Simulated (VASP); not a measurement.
# Si (a cell with a defect) in VASP: single point with LDA

Aim: the single point of Si (a cell with a defect) with LDA.

Program: VASP 6.6.1. These are calculated values, not measurements. Logs are shortened: lines on timing, memory, paths and dates and some standing lists are left out, and cuts for length are marked.

### 1 The cell of the first run

The cell holds a defect, 17 atoms: a = 7.679 Å, b = 7.679 Å, c = 7.679 Å, α = 60.00°, β = 60.00°, γ = 60.00°.

### 2 Single point, LDA

The input, INCAR:

```
ALGO = Normal
EDIFF = 1E-6
ENCUT = 520
GGA = CA
ISIF = 2
ISMEAR = -1
LASPH = T
LCHARG = T
LELF = T
LREAL = Auto
LVHAR = T
LWAVE = F
NBANDS = 48
NELM = 60
PREC = Accurate
SIGMA = 0.02
```

The input, KPOINTS:

```
k-points
0
Gamma
  2 2 2
```

The input, POSCAR:

```
Si
1.0
    0.0000000000      5.4300000000      5.4300000000
    5.4300000000      0.0000000000      5.4300000000
    5.4300000000      5.4300000000      0.0000000000
Si
17
Direct
   -0.0026447461      0.0026697327     -0.0029981695
    0.1233747747      0.1303599613      0.1231460124
   -0.0025413451      0.0025915224      0.5030417927
    0.1266676296      0.1240908336      0.6247175963
    0.0001499253      0.4996294718      0.0001464424
    0.1234681906      0.6227290421      0.1229892363
   -0.0025501627      0.4966353259      0.5030279494
    0.1237149600      0.6225757830      0.6308914102
    0.5033188651      0.0026560796     -0.0028895197
    0.6251998907      0.1238874302      0.1263927352
    0.5004110919     -0.0003621389      0.5000706229
    0.6252870283      0.1236689205      0.6247996276
    0.5035244769      0.4964160358     -0.0031293388
    0.6309182693      0.6225405551      0.1234828445
    0.5037933077      0.4961731486      0.5036033432
    0.6252667839      0.6260821881      0.6245753743
    0.2504880599      0.7493770082      0.2501657407
```

Potentials or basis: VASP PAW LDA potentials, release 64 (Si).

The run is started by

```
$ cat potpaw_LDA.64/Si/POTCAR > POTCAR
$ mpirun -np 1 vasp_std > vasp.out
```

OUTCAR:

```text
EDIFF = 1E-6
   ENCUT = 520
   GGA = CA
   ISIF = 2
   ISMEAR = -1
   LASPH = T
   LREAL = Auto
   NELM = 60
   PREC = Accurate

 ion  position               nearest neighbor table
   1  0.997  0.003  0.997-  10 2.33   4 2.33   2 2.38   6 2.38  17 2.75
   2  0.123  0.130  0.123-   5 2.32   1 2.38   3 2.38   9 2.38  17 2.39
   3  0.997  0.003  0.503-  12 2.33   4 2.34   2 2.38   8 2.38  17 2.75
   4  0.127  0.124  0.625-   1 2.33   3 2.34   7 2.34  11 2.34
   5  0.000  0.500  0.000-  14 2.32   8 2.32   6 2.32   2 2.32
   6  0.123  0.623  0.123-   5 2.32   1 2.38   7 2.38  13 2.38  17 2.39
   7  0.997  0.497  0.503-  16 2.33   4 2.34   6 2.38   8 2.38  17 2.75
   8  0.124  0.623  0.631-   5 2.32   3 2.38   7 2.38  15 2.38  17 2.39
   9  0.503  0.003  0.997-  12 2.33  10 2.34   2 2.38  14 2.38  17 2.75
  10  0.625  0.124  0.126-   1 2.33   9 2.34  13 2.34  11 2.34
  11  0.500  1.000  0.500-  16 2.34  12 2.34  10 2.34   4 2.34
  12  0.625  0.124  0.625-   3 2.33   9 2.33  15 2.34  11 2.34
  13  0.504  0.496  0.997-  16 2.33  10 2.34   6 2.38  14 2.38  17 2.75
  14  0.631  0.623  0.123-   5 2.32   9 2.38  15 2.38  13 2.38  17 2.39
  15  0.504  0.496  0.504-  16 2.33  12 2.34   8 2.38  14 2.38  17 2.75
  16  0.625  0.626  0.625-   7 2.33  13 2.33  15 2.33  11 2.34
  17  0.250  0.749  0.250-  14 2.39   8 2.39   6 2.39   2 2.39   7 2.75   3 2.75   9 2.75  13 2.75
                             1 2.75  15 2.75

  LATTYP: Found a face centered cubic cell.
 ALAT       =    10.8600000000

  Lattice vectors:

 A1 = (   0.0000000000,   5.4300000000,   5.4300000000)
 A2 = (   5.4300000000,   0.0000000000,   5.4300000000)
 A3 = (   5.4300000000,   5.4300000000,   0.0000000000)

Analysis of symmetry for initial positions (statically):
=====================================================================
 Subroutine PRICEL returns:
 Original cell was already a primitive cell.

 Routine SETGRP: Setting up the symmetry group for a
 face centered cubic supercell.

 Subroutine GETGRP returns: Found  1 space group operations
 (whereof  1 operations were pure point group operations)
 out of a pool of 48 trial point group operations.

The static configuration has the point symmetry C_1 .

Analysis of symmetry for dynamics (positions and initial velocities):
=====================================================================
 Subroutine PRICEL returns:
 Original cell was already a primitive cell.

 Routine SETGRP: Setting up the symmetry group for a
 face centered cubic supercell.

 Subroutine GETGRP returns: Found  1 space group operations
 (whereof  1 operations were pure point group operations)
 out of a pool of 48 trial point group operations.

The dynamic configuration has the point symmetry C_1 .

 Subroutine INISYM returns: Found  1 space group operations
 (whereof  1 operations are pure point group operations),
 and found     1 'primitive' translations

----------------------------------------------------------------------------------------

                                     Primitive cell

  volume of cell :     320.2060

  direct lattice vectors                    reciprocal lattice vectors
     0.000000000  5.430000000  5.430000000    -0.092081031  0.092081031  0.092081031
     5.430000000  0.000000000  5.430000000     0.092081031 -0.092081031  0.092081031
     5.430000000  5.430000000  0.000000000     0.092081031  0.092081031 -0.092081031

  length of vectors
     7.679179644  7.679179644  7.679179644     0.159489025  0.159489025  0.159489025

  position of ions in fractional coordinates (direct lattice)
     0.997355254  0.002669733  0.997001830
     0.123374775  0.130359961  0.123146012
     0.997458655  0.002591522  0.503041793
     0.126667630  0.124090834  0.624717596
     0.000149925  0.499629472  0.000146442
     0.123468191  0.622729042  0.122989236
[... 9 lines left out ...]
     0.625266784  0.626082188  0.624575374
     0.250488060  0.749377008  0.250165741

  ion indices of the primitive-cell ions
   primitive index   ion index
                 1           1
                 2           2
                 3           3
                 4           4
                 5           5
                 6           6
[... 9 lines left out ...]
                16          16
                17          17

----------------------------------------------------------------------------------------

 KPOINTS: k-points

Automatic generation of k-mesh.
 Grid dimensions read from file:
 generate k-points for:    2    2    2

 Generating k-lattice:

  Cartesian coordinates                     Fractional coordinates (reciprocal lattice)
    -0.046040516  0.046040516  0.046040516     0.500000000  0.000000000  0.000000000
     0.046040516 -0.046040516  0.046040516     0.000000000  0.500000000  0.000000000
     0.046040516  0.046040516 -0.046040516     0.000000000  0.000000000  0.500000000

  Length of vectors
     0.079744512  0.079744512  0.079744512

  Shift w.r.t. Gamma in fractional coordinates (k-lattice)
     0.000000000  0.000000000  0.000000000

 Subroutine IBZKPT returns following result:
 ===========================================

 Found      8 irreducible k-points:

 Following reciprocal coordinates:
            Coordinates               Weight
  0.000000  0.000000  0.000000      1.000000
  0.500000  0.000000  0.000000      1.000000
  0.000000  0.500000  0.000000      1.000000
  0.000000  0.000000  0.500000      1.000000
  0.500000  0.500000  0.500000      1.000000
  0.500000  0.500000  0.000000      1.000000
  0.000000  0.500000  0.500000      1.000000
  0.500000  0.000000  0.500000      1.000000
   k-points           NKPTS =      8   k-points in BZ     NKDIM =      8   number of bands    NBANDS=     48
   number of dos      NEDOS =    301   number of ions     NIONS =     17
   total plane-waves  NPLWV = 216000
   dimension x,y,z NGX =    60 NGY =   60 NGZ =   60
   dimension x,y,z NGXF=   120 NGYF=  120 NGZF=  120
   ions per type =              17
   NGX,Y,Z   is equivalent  to a cutoff of  12.99, 12.99, 12.99 a.u.
   NGXF,Y,Z  is equivalent  to a cutoff of  25.98, 25.98, 25.98 a.u.
 SYSTEM =  unknown system
   PREC   = accura    normal or accurate (medium, high low for compatibility)
   ISTART =      0    job   : 0-new  1-cont  2-samecut
   ICHARG =      2    charge: 1-file 2-atom 10-const
   ISPIN  =      1    spin polarized calculation?
   LNONCOLLINEAR =      F non collinear calculations
   LSORBIT =      F    spin-orbit coupling
   LASPH  =      T    aspherical Exc in radial PAW
   ENCUT  =  520.0 eV  38.22 Ry    6.18 a.u.  14.28 14.28 14.28*2*pi/ulx,y,z
   NELM   =     60;   NELMIN=  2; NELMDL= -5     # of ELM steps
   EDIFF  = 0.1E-05   stopping-criterion for ELM
   LREAL  =      T    real-space projection
   EDIFFG = 0.1E-04   stopping-criterion for IOM
   NSW    =      0    number of steps for IOM
   IBRION =     -1    ionic relax: 0-MD 1-quasi-New 2-CG
   NFREE  =      0    steps in history (QN), initial steepest desc. (CG)
   ISIF   =      2    stress and relaxation
   ISYM   =      2    0-nonsym 1-usesym 2-fastsym
   POTIM  = 0.5000    time-step for ionic-motion
   TEBEG  =    0.0;   TEEND  =   0.0 temperature during run
   PSTRESS=    0.0 pullay stress
   NELECT =      68.0000    total number of electrons
   NUPDOWN=      -1.0000    fix difference up-down
   EMIN   =  10.00;   EMAX   =-10.00  energy-range for DOS
   EFERMI =   0.00;   METHOD = LEGACY
   ISMEAR =    -1;   SIGMA  =   0.02  broadening in eV -4-tet -1-fermi 0-gaus
   EFERMI_NEDOS =   21; number of points for ismear=-14 and -15
   IALGO  =     38    algorithm
   IMIX   =      4    mixing-type and parameters
     AMIX     =   0.40;   BMIX     =  1.00
     AMIX_MAG =   1.60;   BMIX_MAG =  1.00
  volume/ion in A,a.u.               =      18.84       127.11
  Fermi-wavevector in a.u.,A,eV,Ry     =   0.976715  1.845724 12.979587  0.953973
  Thomas-Fermi vector in A             =   2.107356
   LORBIT       =      0    0 simple, 1 ext, 2 COOP (PROOUT), +10 PAW based schemes
   GGA     = CA    functional components
   LHFCALC =     F    Hartree Fock is set to
   AEXX    =    0.0000 exact exchange contribution
   IVDW    =     0    specifies the selected vdW correction
   LEPSILON=     F    determine dielectric tensor
   LRPA    =     F    only Hartree local field effects (RPA)
 non-spin polarized calculation
  energy-cutoff  :      520.00
  volume of cell :      320.21
 maximum number of plane-waves:      8646
 NGX is ok and might be reduce to    60
   NGX = 29   NGY = 29   NGZ = 29

 number of electron      68.0000001 magnetization

 Free energy of the ion-electron system (eV)
  ---------------------------------------------------
  ext. energy  EPLUGINS =         0.00000000
  ---------------------------------------------------
  free energy    TOTEN  =       -97.55822292 eV

  energy without entropy =      -97.54710189  energy(sigma->0) =      -97.55266241

 E-fermi :   6.7901     XC(G=0):  -9.8492

 val. band max:        6.5729112622   @ k =   0.0000   0.0000   0.0000
 cond. band min:       6.8064121904   @ k =   0.5000   0.0000   0.5000
 fundamental gap:      0.2335009282
 Fermi energy:         6.7900931436

 k-point     1 :       0.0000    0.0000    0.0000
  band No.  band energies     occupation
      1      -6.3638      2.00000
      2      -3.8198      2.00000
      3      -3.6730      2.00000
      4      -3.6713      2.00000
      5      -3.6707      2.00000
      6      -2.8412      2.00000
[... 38 lines left out ...]
     45       8.0066      0.00000
     46       8.9683      0.00000

 k-point     2 :       0.5000    0.0000    0.0000
  band No.  band energies     occupation
      1      -5.9644      2.00000
      2      -4.9985      2.00000
      3      -3.6136      2.00000
      4      -3.4746      2.00000
      5      -3.4731      2.00000
      6      -2.9905      2.00000
[... 38 lines left out ...]
     45       9.7206      0.00000
     46       9.8275      0.00000

 k-point     3 :       0.0000    0.5000    0.0000
  band No.  band energies     occupation
      1      -5.9647      2.00000
      2      -4.9981      2.00000
      3      -3.6143      2.00000
      4      -3.4735      2.00000
      5      -3.4731      2.00000
      6      -2.9925      2.00000
[... 38 lines left out ...]
     45       9.7196      0.00000
     46       9.8289      0.00000

 k-point     4 :       0.0000    0.0000    0.5000
  band No.  band energies     occupation
      1      -5.9645      2.00000
      2      -4.9984      2.00000
      3      -3.6138      2.00000
      4      -3.4745      2.00000
      5      -3.4729      2.00000
      6      -2.9913      2.00000
[... 38 lines left out ...]
     45       9.7206      0.00000
     46       9.8276      0.00000

 k-point     5 :       0.5000    0.5000    0.5000
  band No.  band energies     occupation
      1      -5.9645      2.00000
      2      -4.9983      2.00000
      3      -3.6140      2.00000
      4      -3.4738      2.00000
      5      -3.4732      2.00000
      6      -2.9918      2.00000
[... 38 lines left out ...]
     45       9.7205      0.00000
     46       9.8278      0.00000

 k-point     6 :       0.5000    0.5000    0.0000
  band No.  band energies     occupation
      1      -5.8325      2.00000
      2      -4.7651      2.00000
      3      -4.0356      2.00000
      4      -3.9240      2.00000
      5      -3.9238      2.00000
      6      -3.6662      2.00000
[... 38 lines left out ...]
     45      10.0173      0.00000
     46      10.0182      0.00000

 k-point     7 :       0.0000    0.5000    0.5000
  band No.  band energies     occupation
      1      -5.8325      2.00000
      2      -4.7651      2.00000
      3      -4.0355      2.00000
      4      -3.9245      2.00000
      5      -3.9236      2.00000
      6      -3.6661      2.00000
[... 38 lines left out ...]
     45      10.0176      0.00000
     46      10.0186      0.00000

 k-point     8 :       0.5000    0.0000    0.5000
  band No.  band energies     occupation
      1      -5.8325      2.00000
      2      -4.7651      2.00000
      3      -4.0354      2.00000
      4      -3.9250      2.00000
      5      -3.9236      2.00000
      6      -3.6660      2.00000
[... 38 lines left out ...]
     45      10.0178      0.00000
     46      10.0194      0.00000
 [bands above 46 left out]

------------------------ aborting loop because EDIFF is reached ----------------------------------------

  FORCE on cell =-STRESS in cart. coord.  units (eV):
  Direction    XX          YY          ZZ          XY          YZ          ZX
  --------------------------------------------------------------------------------------
  -------------------------------------------------------------------------------------
  Total        3.4823744      3.4751947      3.4869058     -0.0016690      0.0329499     -0.0519503
  in kB       17.4243491     17.3884245     17.4470222     -0.0083511      0.1648676     -0.2599377
  external PRESSURE =      17.4199319 kB  Pullay stress =       0.0000000 kB

 VOLUME and BASIS-vectors are now :
 -----------------------------------------------------------------------------
  energy-cutoff  :      520.00
  volume of cell :      320.21
      direct lattice vectors                 reciprocal lattice vectors
     0.000000000  5.430000000  5.430000000    -0.092081031  0.092081031  0.092081031
     5.430000000  0.000000000  5.430000000     0.092081031 -0.092081031  0.092081031
     5.430000000  5.430000000  0.000000000     0.092081031  0.092081031 -0.092081031

 POSITION                                       TOTAL-FORCE (eV/Angst)
 -----------------------------------------------------------------------------------
      5.42822     10.82936      5.43014        -0.007145      0.006892      0.000362
      1.37654      1.33861      1.37778         0.006925     -0.005506      0.009242
      2.74559      8.14772      5.43027        -0.004598      0.012285      0.001140
      4.06603      4.08002      1.36162        -0.006201     -0.000240      0.017262
      2.71378      0.00161      2.71380         0.000284     -0.000621      0.002023
      4.04925      1.33826      4.05185        -0.007887     -0.003417     -0.006111
[... 9 lines left out ...]
      6.79107      6.78664      6.79482         0.004244     -0.012443     -0.008314
      5.42752      2.71855      5.42927         0.004942     -0.006922     -0.002424
 -----------------------------------------------------------------------------------
    total drift:                                0.003078     -0.004840     -0.001663

  FREE ENERGIE OF THE ION-ELECTRON SYSTEM (eV)
  ---------------------------------------------------
  free  energy   TOTEN  =       -97.5582229186 eV

  energy  without entropy=      -97.5471018923  energy(sigma->0) =      -97.55266241
```

It took 2.8 min on 1 thread of Intel Xeon Platinum 8375C at 2.90GHz (Ice Lake), shared host; peak memory 0.37 GiB.

Results:

| Quantity | Value |
| --- | --- |
| Free energy | -97.5582 eV |
| Pressure | 1.7 GPa |
| Largest force | 0.024 eV/Å |
| Band gap on the k mesh | zero (band 34 reaches 6.81 eV, above the bottom of band 35 at 6.57 eV) |

Forces in eV/Å, atoms in the order of the input:
```
Si  -0.007  0.007  0.000
Si   0.007 -0.006  0.009
Si  -0.005  0.012  0.001
Si  -0.006  0.000  0.017
Si   0.000 -0.001  0.002
Si  -0.008 -0.003 -0.006
Si  -0.009  0.013  0.002
Si   0.006  0.009 -0.007
Si  -0.006  0.012 -0.005
Si   0.020 -0.010 -0.008
Si   0.002 -0.004  0.000
Si   0.008 -0.023 -0.003
Si   0.007  0.012 -0.003
Si  -0.012  0.012  0.011
Si  -0.007 -0.011 -0.002
Si   0.004 -0.012 -0.008
Si   0.005 -0.007 -0.002
```

Levels at points of the mesh, in eV from the Fermi level:
```csv
k point,band 31,band 32,band 33,band 34,band 35,band 36,band 37,band 38
"(0.00, 0.00, 0.00)",-0.76,-0.76,-0.76,-0.23,-0.22,-0.22,0.06,0.06
"(0.50, 0.00, 0.00)",-1.51,-1.36,-1.36,-0.34,0.54,0.54,0.88,0.88
"(0.00, 0.50, 0.00)",-1.51,-1.36,-1.36,-0.34,0.54,0.54,0.88,0.88
"(0.00, 0.00, 0.50)",-1.51,-1.36,-1.36,-0.34,0.54,0.54,0.88,0.88
"(0.50, 0.50, 0.50)",-1.51,-1.36,-1.36,-0.34,0.54,0.54,0.88,0.88
"(0.50, 0.50, 0.00)",-1.95,-1.81,-0.97,0.02,0.72,1.03,1.03,1.14
"(0.00, 0.50, 0.50)",-1.95,-1.81,-0.97,0.02,0.72,1.03,1.03,1.14
"(0.50, 0.00, 0.50)",-1.95,-1.81,-0.97,0.02,0.72,1.03,1.03,1.14
```

Caveat: the k points lie up to 0.50 Å⁻¹ apart.
